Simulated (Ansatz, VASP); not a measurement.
## One calculation of Ca, two programs

INCAR

```
SYSTEM = Ca
  PREC = Accurate
  ENCUT = 520
  EDIFF = 1E-7
  ISMEAR = 0
  SIGMA = 0.01
  LREAL = .False.
  LASPH = .True.
  NELM = 80
  ALGO = Normal
  ISIF = 2
  LWAVE = .False.
  LCHARG = .False.
  GGA = PS
  NBANDS = 11
```

Contents of KPOINTS:

```
Automatic mesh
0
Gamma
  11 11 11
  0 0 0
```

Contents of POSCAR:

```
Ca
1.0
    0.0000000000      2.7942000000      2.7942000000
    2.7942000000      0.0000000000      2.7942000000
    2.7942000000      2.7942000000      0.0000000000
Ca
1
Direct
    0.0000000000      0.0000000000      0.0000000000
```

Input for Ansatz:

```yaml
crystal:
  lattice:
    - [0.0, 2.7942, 2.7942]
    - [2.7942, 0.0, 2.7942]
    - [2.7942, 2.7942, 0.0]
  atoms:
    - { symbol: Ca, position: [0.0, 0.0, 0.0] }
kpoints:
  mp_grid: { grid: [11, 11, 11] }
  band_path:
    path:
      - [0.0, 0.0, 0.0]
      - [0.5, 0.0, 0.5]
      - [0.625, 0.25, 0.625]
      - [0.375, 0.375, 0.75]
      - [0.0, 0.0, 0.0]
      - [0.5, 0.5, 0.5]
      - [0.5, 0.25, 0.75]
      - [0.5, 0.0, 0.5]
    npoints: 5
scf:
  occupations: { method: gaussian, width: 0.01 }
hamiltonian:
  xc: pbesol
  pseudopotentials: { kind: all_electron, lapw: { basis_error: 0.001 } }
output:
  forces: true
  stress: true
  eigenvalues: true
basis:
  xc_grid: 1
```

Alike in both runs: task single point; functional PBEsol; k mesh 11 × 11 × 11; occupations gaussian, width 0.01 eV; no spin polarisation.

```csv
,VASP,Ansatz
version,VASP 6.6.1,Ansatz 0.2.0
potentials or method,"VASP PAW PBE potentials, release 64 (Ca_sv), cutoff 520 eV","all-electron LAPW, scalar-relativistic"
```

|  | VASP | Ansatz | Ansatz less VASP |
| --- | --- | --- | --- |
| gap on the k mesh at the Fermi level (eV) | none | none | - |
| pressure (GPa) | -1.2 | -1.2 | -0.01 |

VASP's potentials were made for PBE, not for PBEsol. A gap of «none» marks a metal or a gap that the smearing closes. Ansatz ran all-electron here, and VASP with PAW potentials.
